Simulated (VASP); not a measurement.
# W (Im-3m) in VASP: single point with PBE

Aim: the single point of W with PBE.

All numbers are computed with VASP 6.6.1; they aren't measurements. Logs are shortened: lines on timing, memory, paths and dates and some standing lists are left out, and cuts for length are marked.

**1. The cell of the first run**

The structure is cubic, space group Im-3m (No. 229). The conventional cell has a = 3.165 Å, b = 3.165 Å, c = 3.165 Å, α = 90.00°, β = 90.00°, γ = 90.00°. Within 3.6 Å of W (site symmetry m-3m) lie 14 W at 2.74 to 3.16 Å.

**2. Single point, PBE**

Contents of INCAR:

```
SYSTEM = W
PREC = Accurate
ENCUT = 500
EDIFF = 1E-6
ISMEAR = 1
SIGMA = 0.1
LREAL = .False.
LASPH = .True.
NELM = 120
ALGO = Normal
ISIF = 2
LWAVE = .False.
LCHARG = .False.
GGA = PE
NBANDS = 13
GGA_COMPAT = .False.
```

Contents of KPOINTS:

```
regular mesh
0
Gamma
  13 13 13
  0 0 0
```

Contents of POSCAR:

```
W
1.0
   -1.5823400000      1.5823400000      1.5823400000
    1.5823400000     -1.5823400000      1.5823400000
    1.5823400000      1.5823400000     -1.5823400000
W
1
Direct
    0.0000000000      0.0000000000      0.0000000000
```

Potentials or basis: VASP PAW PBE potentials, release 64 (W_sv).

Launch:

```sh
> cat potpaw_PBE.64/W_sv/POTCAR > POTCAR
> mpirun -np 1 vasp_std > vasp.out
```

OUTCAR:

```text
SYSTEM = W
   PREC = Accurate
   ENCUT = 500
   EDIFF = 1E-6
   ISMEAR = 1
   LREAL = .False.
   LASPH = .True.
   NELM = 120
   ISIF = 2
   GGA = PE

 ion  position               nearest neighbor table
   1  0.000  0.000  0.000-

  LATTYP: Found a body centered cubic cell.
 ALAT       =     3.1646800000

  Lattice vectors:

 A1 = (  -1.5823400000,   1.5823400000,   1.5823400000)
 A2 = (   1.5823400000,  -1.5823400000,   1.5823400000)
 A3 = (   1.5823400000,   1.5823400000,  -1.5823400000)

Analysis of symmetry for initial positions (statically):
=====================================================================
 Subroutine PRICEL returns:
 Original cell was already a primitive cell.

 Routine SETGRP: Setting up the symmetry group for a
 body centered cubic supercell.

 Subroutine GETGRP returns: Found 48 space group operations
 (whereof 48 operations were pure point group operations)
 out of a pool of 48 trial point group operations.

The static configuration has the point symmetry O_h .

Analysis of symmetry for dynamics (positions and initial velocities):
=====================================================================
 Subroutine PRICEL returns:
 Original cell was already a primitive cell.

 Routine SETGRP: Setting up the symmetry group for a
 body centered cubic supercell.

 Subroutine GETGRP returns: Found 48 space group operations
 (whereof 48 operations were pure point group operations)
 out of a pool of 48 trial point group operations.

The dynamic configuration has the point symmetry O_h .

 Subroutine INISYM returns: Found 48 space group operations
 (whereof 48 operations are pure point group operations),
 and found     1 'primitive' translations

----------------------------------------------------------------------------------------

                                     Primitive cell

  volume of cell :      15.8475

  direct lattice vectors                    reciprocal lattice vectors
    -1.582340000  1.582340000  1.582340000     0.000000000  0.315987714  0.315987714
     1.582340000 -1.582340000  1.582340000     0.315987714  0.000000000  0.315987714
     1.582340000  1.582340000 -1.582340000     0.315987714  0.315987714  0.000000000

  length of vectors
     2.740693275  2.740693275  2.740693275     0.446874111  0.446874111  0.446874111

  position of ions in fractional coordinates (direct lattice)
     0.000000000  0.000000000  0.000000000

  ion indices of the primitive-cell ions
   primitive index   ion index
                 1           1

----------------------------------------------------------------------------------------

 KPOINTS: regular mesh

Automatic generation of k-mesh.
 Grid dimensions read from file:
 generate k-points for:   13   13   13

 Generating k-lattice:

  Cartesian coordinates                     Fractional coordinates (reciprocal lattice)
     0.000000000  0.024306747  0.024306747     0.076923077  0.000000000  0.000000000
     0.024306747  0.000000000  0.024306747     0.000000000  0.076923077  0.000000000
     0.024306747  0.024306747  0.000000000     0.000000000  0.000000000  0.076923077

  Length of vectors
     0.034374932  0.034374932  0.034374932

  Shift w.r.t. Gamma in fractional coordinates (k-lattice)
     0.000000000  0.000000000  0.000000000

 Subroutine IBZKPT returns following result:
 ===========================================

 Found     84 irreducible k-points:

 Following reciprocal coordinates:
            Coordinates               Weight
  0.000000  0.000000  0.000000      1.000000
  0.076923  0.000000  0.000000     12.000000
  0.153846  0.000000  0.000000     12.000000
  0.230769  0.000000  0.000000     12.000000
  0.307692  0.000000  0.000000     12.000000
  0.384615  0.000000  0.000000     12.000000
[... 16 lines left out ...]
  0.153846  0.076923  0.076923     24.000000
  0.230769  0.076923  0.076923     24.000000
 [... further k-points ...]
   k-points           NKPTS =     84   k-points in BZ     NKDIM =     84   number of bands    NBANDS=     13
   number of dos      NEDOS =    301   number of ions     NIONS =      1
   total plane-waves  NPLWV =   8000
   dimension x,y,z NGX =    20 NGY =   20 NGZ =   20
   dimension x,y,z NGXF=    40 NGYF=   40 NGZF=   40
   ions per type =               1
   NGX,Y,Z   is equivalent  to a cutoff of  12.13, 12.13, 12.13 a.u.
   NGXF,Y,Z  is equivalent  to a cutoff of  24.26, 24.26, 24.26 a.u.
 SYSTEM =  W
   PREC   = accura    normal or accurate (medium, high low for compatibility)
   ISTART =      0    job   : 0-new  1-cont  2-samecut
   ICHARG =      2    charge: 1-file 2-atom 10-const
   ISPIN  =      1    spin polarized calculation?
   LNONCOLLINEAR =      F non collinear calculations
   LSORBIT =      F    spin-orbit coupling
   LASPH  =      T    aspherical Exc in radial PAW
   ENCUT  =  500.0 eV  36.75 Ry    6.06 a.u.   5.00  5.00  5.00*2*pi/ulx,y,z
   NELM   =    120;   NELMIN=  2; NELMDL= -5     # of ELM steps
   EDIFF  = 0.1E-05   stopping-criterion for ELM
   LREAL  =      F    real-space projection
   EDIFFG = 0.1E-04   stopping-criterion for IOM
   NSW    =      0    number of steps for IOM
   IBRION =     -1    ionic relax: 0-MD 1-quasi-New 2-CG
   NFREE  =      0    steps in history (QN), initial steepest desc. (CG)
   ISIF   =      2    stress and relaxation
   ISYM   =      2    0-nonsym 1-usesym 2-fastsym
   POTIM  = 0.5000    time-step for ionic-motion
   TEBEG  =    0.0;   TEEND  =   0.0 temperature during run
   PSTRESS=    0.0 pullay stress
   NELECT =      14.0000    total number of electrons
   NUPDOWN=      -1.0000    fix difference up-down
   EMIN   =  10.00;   EMAX   =-10.00  energy-range for DOS
   EFERMI =   0.00;   METHOD = LEGACY
   ISMEAR =     1;   SIGMA  =   0.10  broadening in eV -4-tet -1-fermi 0-gaus
   EFERMI_NEDOS =   21; number of points for ismear=-14 and -15
   IALGO  =     38    algorithm
   IMIX   =      4    mixing-type and parameters
     AMIX     =   0.40;   BMIX     =  1.00
     AMIX_MAG =   1.60;   BMIX_MAG =  1.00
  volume/ion in A,a.u.               =      15.85       106.94
  Fermi-wavevector in a.u.,A,eV,Ry     =   1.570837  2.968451 33.572756  2.467528
  Thomas-Fermi vector in A             =   2.672510
   LORBIT       =      0    0 simple, 1 ext, 2 COOP (PROOUT), +10 PAW based schemes
   GGA     = PE    functional components
   LHFCALC =     F    Hartree Fock is set to
   AEXX    =    0.0000 exact exchange contribution
   IVDW    =     0    specifies the selected vdW correction
   LEPSILON=     F    determine dielectric tensor
   LRPA    =     F    only Hartree local field effects (RPA)
 non-spin polarized calculation
 Methfessel and Paxton  Order N= 1 SIGMA  =   0.10
  energy-cutoff  :      500.00
  volume of cell :       15.85
 maximum number of plane-waves:       415
   NGX =  9   NGY =  9   NGZ =  9

 number of electron      14.0000004 magnetization

 Free energy of the ion-electron system (eV)
  ---------------------------------------------------
  ext. energy  EPLUGINS =         0.00000000
  ---------------------------------------------------
  free energy    TOTEN  =       -12.96243879 eV

  energy without entropy =      -12.96252826  energy(sigma->0) =      -12.96246861

 E-fermi :  11.5218     XC(G=0): -13.6415

 val. band max:       11.5111596703   @ k =  -0.4615   0.4615   0.2308
 cond. band min:      11.6089750674   @ k =   0.4615   0.0769   0.0000
 fundamental gap:      0.0978153972
 Fermi energy:        11.5218331915

 k-point     1 :       0.0000    0.0000    0.0000
  band No.  band energies     occupation
      1     -62.7295      2.00000
      2     -26.2915      2.00000
      3     -26.2915      2.00000
      4     -26.2915      2.00000
      5       1.8084      2.00000
      6      10.2215      2.00000
      7      10.2215      2.00000
      8      10.2215      2.00000
      9      13.7124      0.00000
     10      13.7124      0.00000
     11      25.9648      0.00000
     12      25.9648      0.00000
     13      25.9648      0.00000

 k-point     2 :       0.0769    0.0000    0.0000
  band No.  band energies     occupation
      1     -62.7220      2.00000
      2     -26.3713      2.00000
      3     -26.3164      2.00000
      4     -26.2919      2.00000
      5       2.0936      2.00000
      6      10.0487      2.00000
      7      10.1779      2.00000
      8      10.4977      2.00000
      9      13.4475     -0.00000
     10      13.7147      0.00000
     11      26.2040      0.00000
     12      26.4503      0.00000
     13      26.6526      0.00000

 k-point     3 :       0.1538    0.0000    0.0000
  band No.  band energies     occupation
      1     -62.7008      2.00000
      2     -26.5882      2.00000
      3     -26.3848      2.00000
      4     -26.2930      2.00000
      5       2.8855      2.00000
      6       9.6040      2.00000
      7       9.9680      2.00000
      8      11.3092      2.01041
      9      13.0476     -0.00000
     10      13.7466      0.00000
     11      26.6652      0.00000
     12      27.8271      0.00000
     13      28.1078      0.00000

 k-point     4 :       0.2308    0.0000    0.0000
  band No.  band energies     occupation
      1     -62.6707      2.00000
      2     -26.8841      2.00000
      3     -26.4798      2.00000
      4     -26.2946      2.00000
      5       3.9614      2.00000
      6       9.0447      2.00000
      7       9.6367      2.00000
      8      12.6001     -0.00000
      9      13.0284     -0.00000
     10      13.8575      0.00000
     11      26.4528      0.00000
     12      28.3361      0.00000
     13      29.9157      0.00000

 k-point     5 :       0.3077    0.0000    0.0000
  band No.  band energies     occupation
      1     -62.6388      2.00000
      2     -27.1867      2.00000
      3     -26.5790      2.00000
      4     -26.2963      2.00000
      5       4.8598      2.00000
      6       8.5167      2.00000
      7       9.7397      2.00000
      8      13.3364     -0.00000
      9      14.0718      0.00000
     10      14.2577      0.00000
     11      25.2090      0.00000
     12      26.4399      0.00000
     13      32.5171      0.00000

 k-point     6 :       0.3846    0.0000    0.0000
  band No.  band energies     occupation
      1     -62.6122      2.00000
      2     -27.4294      2.00000
      3     -26.6600      2.00000
      4     -26.2979      2.00000
      5       5.1806      2.00000
      6       8.1187      2.00000
      7      10.6991      2.00000
      8      13.6476      0.00000
      9      14.3468      0.00000
     10      16.0439      0.00000
     11      23.8615      0.00000
     12      24.2237      0.00000
     13      30.6072      0.00000

 k-point     7 :       0.4615    0.0000    0.0000
  band No.  band energies     occupation
      1     -62.5972      2.00000
      2     -27.5633      2.00000
      3     -26.7053      2.00000
      4     -26.2987      2.00000
      5       5.1781      2.00000
      6       7.9072      2.00000
      7      11.8901     -0.00000
      8      13.6552      0.00000
      9      14.5557      0.00000
     10      17.3957      0.00000
     11      22.7485      0.00000
     12      23.0435      0.00000
     13      28.5801      0.00000
[... 193 lines left out ...]
 k-point    20 :       0.3846    0.2308    0.0000
  band No.  band energies     occupation
      1     -62.5824      2.00000
      2     -27.3792      2.00000
      3     -26.9603      2.00000
      4     -26.4386      2.00000
      5       6.6466      2.00000
      6       8.2198      2.00000
      7       9.7126      2.00000
      8      13.5931      0.00000
      9      14.8071      0.00000
     10      20.3954      0.00000
     11      20.4646      0.00000
     12      24.5001      0.00000
     13      27.8294      0.00000

 k-point    21 :       0.3077    0.3077    0.0000
  band No.  band energies     occupation
      1     -62.5796      2.00000
      2     -27.2802      2.00000
      3     -27.0834      2.00000
      4     -26.4536      2.00000
      5       7.0210      2.00000
      6       8.4526      2.00000
      7       9.1021      2.00000
      8      13.9575      0.00000
      9      14.4848      0.00000
     10      19.8797      0.00000
     11      21.5374      0.00000
     12      23.8668      0.00000
     13      28.5877      0.00000

 k-point    22 :       0.0769    0.0769    0.0769
  band No.  band energies     occupation
      1     -62.6885      2.00000
      2     -26.7351      2.00000
      3     -26.3482      2.00000
      4     -26.3482      2.00000
      5       3.3773      2.00000
      6       9.4099      2.00000
      7       9.4099      2.00000
      8      12.1818     -0.00000
      9      13.4271     -0.00000
     10      13.4271     -0.00000
     11      27.0123      0.00000
     12      28.2569      0.00000
     13      28.2569      0.00000

 k-point    23 :       0.1538    0.0769    0.0769
  band No.  band energies     occupation
      1     -62.6614      2.00000
      2     -26.9818      2.00000
      3     -26.4491      2.00000
      4     -26.3551      2.00000
      5       4.4417      2.00000
      6       8.8496      2.00000
      7       9.0224      2.00000
      8      13.2976     -0.00000
      9      13.6783      0.00000
     10      13.7940      0.00000
     11      27.1772      0.00000
     12      28.1924      0.00000
     13      28.6650      0.00000

 k-point    24 :       0.2308    0.0769    0.0769
  band No.  band energies     occupation
      1     -62.6325      2.00000
      2     -27.2160      2.00000
      3     -26.5762      2.00000
      4     -26.3626      2.00000
      5       5.4119      2.00000
      6       8.3744      2.00000
      7       9.0456      2.00000
      8      13.4804     -0.00000
      9      14.1228      0.00000
     10      15.4490      0.00000
     11      25.7991      0.00000
     12      26.1537      0.00000
     13      29.9699      0.00000

 [... further k-points ...]
[... 5 lines left out ...]
  --------------------------------------------------------------------------------------
  -------------------------------------------------------------------------------------
  Total        0.5811029      0.5811029      0.5811029      0.0000000      0.0000000      0.0000000
  in kB       58.7495050     58.7495050     58.7495050      0.0000000      0.0000000      0.0000000
  external PRESSURE =      58.7495050 kB  Pullay stress =       0.0000000 kB

 VOLUME and BASIS-vectors are now :
 -----------------------------------------------------------------------------
  energy-cutoff  :      500.00
  volume of cell :       15.85
      direct lattice vectors                 reciprocal lattice vectors
    -1.582340000  1.582340000  1.582340000     0.000000000  0.315987714  0.315987714
     1.582340000 -1.582340000  1.582340000     0.315987714  0.000000000  0.315987714
     1.582340000  1.582340000 -1.582340000     0.315987714  0.315987714  0.000000000

 POSITION                                       TOTAL-FORCE (eV/Angst)
 -----------------------------------------------------------------------------------
      0.00000      0.00000      0.00000        -0.000000      0.000000     -0.000000
 -----------------------------------------------------------------------------------
    total drift:                                0.000000     -0.000000      0.000000

  FREE ENERGIE OF THE ION-ELECTRON SYSTEM (eV)
  ---------------------------------------------------
  free  energy   TOTEN  =       -12.9624387912 eV

  energy  without entropy=      -12.9625282596  energy(sigma->0) =      -12.96246861
```

It took 14 s on 1 thread of Intel Xeon 8259CL, shared host; peak memory 0.13 GiB.

What came out:

```
Free energy            : -12.9624 eV
Pressure               : 5.9 GPa
Band gap on the k mesh : zero (band 7 reaches 15.96 eV, above the bottom of band 8 at 10.22 eV)
```

Caveat: spin-orbit coupling is left out, which moves the levels of the heavy elements.
